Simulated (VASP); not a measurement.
Crystal: CdI2.

```
CELL_PARAMETERS angstrom
4.28870 0.00000 0.00000
-2.14435 3.71413 0.00000
0.00000 0.00000 21.84685
ATOMIC_POSITIONS crystal
Cd 0.66667 0.33333 0.33312
Cd 0.33333 0.66667 0.66688
Cd 0.00000 0.00000 0.00000
I 0.33333 0.66667 0.07887
I 0.33333 0.66667 0.41170
I 0.66667 0.33333 0.92113
I 0.66667 0.33333 0.58830
I 0.00000 0.00000 0.25440
I 0.00000 0.00000 0.74560
```

| Property | Result |
| --- | --- |
| Program | VASP 6.6.1 |
| Task | relaxation of cell and atoms |
| Functional | PBE |
| Dispersion | D3(BJ) |
| Potentials or basis | VASP PAW PBE potentials, release 64 (Cd, I) |
| Cutoff | 500 eV |
| k mesh | 6 × 6 × 2 |
| Occupations | fermi-dirac, width 0.02 eV |
| Spin | no spin polarisation |

At the start: pressure -0.6 GPa; volume 38.67 Å³/atom.

Problem. How do energy, volume and symmetry change on relaxing?

Solution. Over 20 steps the energy falls by 9.9 meV/atom and the volume is 35.58 Å³/atom (-8.0 %); space group P-3m1 (No. 164, to 0.1 Å) before and after.

Step by step:
| step | energy change (eV) | largest force (eV/Å) | pressure (GPa) | volume (Å³) |
| --- | --- | --- | --- | --- |
| 1 | 0.0000 | 0.0700 | -0.59 | 347.99 |
| 2 | -0.0157 | 0.1715 | -0.01 | 340.85 |
| 3 | -0.0159 | 0.1855 | 0.07 | 339.92 |
| 4 | -0.0254 | 0.1624 | 0.06 | 338.23 |
| 5 | -0.0478 | 0.1054 | 0.05 | 333.19 |
| 6 | -0.0630 | 0.0593 | 0.08 | 323.25 |
| 7 | -0.0740 | 0.0686 | 0.01 | 321.83 |
| 8 | -0.0837 | 0.0901 | -0.08 | 319.09 |
| 9 | -0.0838 | 0.0930 | -0.09 | 318.78 |
| 10 | -0.0869 | 0.0227 | 0.15 | 317.43 |
| 11 | -0.0869 | 0.0205 | 0.16 | 317.39 |
| 12 | -0.0886 | 0.0129 | 0.03 | 319.18 |
| 13 | -0.0887 | 0.0113 | 0.00 | 319.56 |
| 14 | -0.0887 | 0.0115 | 0.01 | 319.52 |
| 15 | -0.0887 | 0.0100 | 0.00 | 319.67 |
| 16 | -0.0889 | 0.0097 | -0.01 | 320.11 |
| 17 | -0.0888 | 0.0172 | -0.03 | 321.00 |
| 18 | -0.0889 | 0.0117 | -0.01 | 320.35 |
| 19 | -0.0889 | 0.0098 | 0.04 | 320.07 |
| 20 | -0.0889 | 0.0047 | 0.01 | 320.23 |

Final structure:
```
Cd I
1.0
     4.24772    0.00000    0.00000
    -2.12386    3.67864    0.00000
     0.00000    0.00000   20.49357
Cd I
3 6
Direct
  0.66667 0.33333 0.33298
  0.33333 0.66667 0.66702
  0.00000 0.00000 0.00000
  0.33333 0.66667 0.08455
  0.33333 0.66667 0.41741
  0.66667 0.33333 0.91545
  0.66667 0.33333 0.58259
  0.00000 0.00000 0.24852
  0.00000 0.00000 0.75148
```
